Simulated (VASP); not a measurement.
PbSe:

```
Pb Se
1.0
     3.78432    0.00000    0.00000
     0.00000    3.78432    0.00000
     0.00000    0.00000    3.78432
Pb Se
1 1
Direct
  0.00000 0.00000 0.00000
  0.50000 0.50000 0.50000
```

| Item | Value |
| --- | --- |
| Program | VASP 6.6.1 |
| Task | relaxation of cell and atoms |
| Functional | LDA |
| Potentials or basis | VASP PAW LDA potentials, release 64 (Pb_d, Se) |
| Cutoff | 600 eV |
| k mesh | 7 × 7 × 7 |
| Occupations | fermi-dirac, width 0.05 eV |
| Spin | no spin polarisation |

At the start: pressure -4.7 GPa; volume 27.10 Å³/atom.

How do energy, volume and symmetry change on relaxing?

Over 3 steps the energy falls by 37.9 meV/atom and the volume is 24.74 Å³/atom (-8.7 %); space group Pm-3m (No. 221, to 0.05 Å).

Step by step:
```csv
step,energy change (eV),largest force (eV/Å),pressure (GPa),volume (Å³)
1,0.0000,0.0000,-4.72,54.20
2,-0.0685,0.0000,1.83,48.17
3,-0.0758,0.0000,-0.01,49.47
```

Final structure:
```xyz
2
Lattice="3.6710 0.0000 0.0000 0.0000 3.6710 0.0000 0.0000 0.0000 3.6710" Properties=species:S:1:pos:R:3 pbc="T T T"
Pb    0.0000    0.0000    0.0000
Se    1.8355    1.8355    1.8355
```
